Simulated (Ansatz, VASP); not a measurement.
**KTaO3 in VASP and in Ansatz**

```
K Ta O
1.0
     3.98830   -0.05982   -0.05982
    -0.05982    3.98830   -0.05982
    -0.05982   -0.05982    3.98830
K Ta O
1 1 3
Direct
  0.50000 0.50000 0.50000
  0.00000 0.00000 0.00000
  0.50000 0.00000 0.00000
  0.00000 0.50000 0.00000
  0.00000 0.00000 0.50000
```

Change from the starting cell: equal xy, yz and zx shear strains of -3 %.

Alike in both runs: task single point; functional PBE; k mesh 5 × 5 × 5; occupations fermi-dirac, width 0.01 eV; no spin polarisation.

|  | VASP | Ansatz |
| --- | --- | --- |
| version | VASP 6.6.1 | Ansatz 0.2.0 |
| potentials or method | VASP PAW PBE potentials, release 64 (K_sv, Ta_pv, O), cutoff 520 eV | all-electron LAPW, scalar-relativistic |

```tsv
	VASP	Ansatz	Ansatz less VASP
gap on the k mesh at the Fermi level (eV)	2.16	2.21	+0.056
pressure (GPa)	6.2	5.6	-0.60
traceless stress, the component that is largest in VASP (GPa)	3.04	3.03	-0.009
```

Ansatz ran all-electron here, and VASP with PAW potentials.

Neither program's run includes spin-orbit coupling.
